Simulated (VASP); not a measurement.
Input of a VASP 6.6.1 run:

Contents of INCAR:

```
SYSTEM = Zn2InO
  PREC = Accurate
  ENCUT = 520
  EDIFF = 1E-6
  ISMEAR = 0
  SIGMA = 0.1
  LREAL = .False.
  LASPH = .True.
  NELM = 60
  ALGO = Normal
  ISIF = 2
  LWAVE = .False.
  LCHARG = .True.
  GGA = PE
  LELF = .True.
  LVHAR = .True.
  NBANDS = 30
```

KPOINTS

```
regular mesh
0
Gamma
  6 6 4
  0 0 0
```

File POSCAR:

```
Zn2InO
1.0
    3.2192726862      0.0000000000      0.0000000000
    0.0000000000      3.2192726862      0.0000000000
    0.0000000000      0.0000000000      6.8188161400
Zn In O
2 1 1
Direct
    0.5000000000      0.0000000000      0.8236487700
    0.0000000000      0.5000000000      0.1763512300
    0.5000000000      0.5000000000      0.5000000000
    0.0000000000      0.0000000000      0.0000000000
```

Potentials or basis: VASP PAW PBE potentials, release 64 (Zn, In_d, O).

Run with:

```console
$ cat potpaw_PBE.64/Zn/POTCAR potpaw_PBE.64/In_d/POTCAR potpaw_PBE.64/O/POTCAR > POTCAR
$ mpirun -np 1 vasp_std > vasp.out
```

(1) What does it give for the band gap on the k mesh?

(2) What does it give for the pressure?

(3) Predict the largest force.

Answers

(1) zero (an odd number of electrons rules out a gap without spin polarisation).

(2) 0.4 GPa.

(3) 0.069 eV/Å.

Caveat: spin-orbit coupling is left out, which moves the levels of the heavy elements.
